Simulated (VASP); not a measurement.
Crystal: RbCl.

```
Rb Cl
1.0
     0.00000    3.34913    3.34913
     3.34913    0.00000    3.34913
     3.34913    3.34913    0.00000
Rb Cl
1 1
Direct
  0.00000 0.00000 0.00000
  0.50000 0.50000 0.50000
```

- Program: VASP 6.6.1
- Task: relaxation of cell and atoms
- Functional: r2SCAN
- Potentials or basis: VASP PAW PBE potentials, release 64 (Rb_sv, Cl)
- Cutoff: 550 eV
- k mesh: 6 × 6 × 6
- Occupations: fermi-dirac, width 0.02 eV
- Spin: no spin polarisation

At the start: pressure -0.6 GPa; volume 37.57 Å³/atom.

Q: Where does the relaxation end?

A: Over 4 steps the energy falls by 2.5 meV/atom and the volume is 36.21 Å³/atom (-3.6 %); space group Fm-3m (No. 225, to 0.05 Å).

Step by step:
```
step  energy change (eV)  largest force (eV/Å)  pressure (GPa)  volume (Å³)
   1              0.0000                0.0000           -0.57        75.13
   2             -0.0038                0.0000           -0.28        73.70
   3             -0.0050                0.0000           -0.03        72.52
   4             -0.0050                0.0000            0.00        72.41
```

Final structure:
```yaml
crystal:
  lattice:
    - [0.00000, 3.30821, 3.30821]
    - [3.30821, 0.00000, 3.30821]
    - [3.30821, 3.30821, 0.00000]
  atoms:
    - { symbol: Rb, position: [0.00000, 0.00000, 0.00000] }
    - { symbol: Cl, position: [0.50000, 0.50000, 0.50000] }
```

Caveat: the PAW data sets were made with another functional, which shifts forces and pressure a little.
